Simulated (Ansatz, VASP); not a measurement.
# Tl: VASP beside Ansatz

```
CELL_PARAMETERS angstrom
0.00000 2.55894 2.55894
2.55894 0.00000 2.55894
2.55894 2.55894 0.00000
ATOMIC_POSITIONS crystal
Tl 0.00000 0.00000 0.00000
```

Alike in both runs: functional RPBE; k mesh 11 × 11 × 11; occupations fermi-dirac, width 0.1 eV; no spin polarisation.

Ansatz relaxed the structure, and its values are those at the end. VASP's run is a single point on that final structure, the one shown.

|  | VASP | Ansatz |
| --- | --- | --- |
| version | VASP 6.6.1 | Ansatz 0.2.0 |
| potentials or method | VASP PAW PBE potentials, release 64 (Tl_d), cutoff 520 eV | plane waves (420 eV) with PAW, scalar-relativistic |
| valence electrons in the cell | 13 | 13 |

```csv
,VASP,Ansatz,Ansatz less VASP
pressure (GPa),0.0,0.0,+0.05
```

VASP's potentials were made for PBE, not for RPBE.

Spin-orbit coupling is off throughout.
